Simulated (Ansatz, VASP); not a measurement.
# One calculation of BN, two programs

```
B N
1.0
     0.00000    1.86173    1.80750
     1.86173    0.00000    1.80750
     1.86173    1.86173    0.00000
B N
1 1
Direct
  0.00000 0.00000 0.00000
  0.25000 0.25000 0.25000
```

Alike in both runs: task single point; functional r2SCAN; k mesh 10 × 10 × 10; occupations gaussian, width 0.05 eV; no spin polarisation.

```csv
,VASP,Ansatz
version,VASP 6.6.1,Ansatz 0.2.0
potentials or method,"VASP PAW PBE potentials, release 64 (B, N), cutoff 520 eV","plane waves, PAW"
valence electrons in the cell,8,8
```

VASP gave:

| Item | Value |
| --- | --- |
| pressure (GPa) | -21.3 |
| traceless stress, the component that is largest in VASP (GPa) | 11.47 |

Q: Estimate Ansatz's values.

A: Pressure (GPa): -22.2; traceless stress, the component that is largest in VASP (GPa): 11.50.

VASP's potentials were made for PBE, not for r2SCAN.
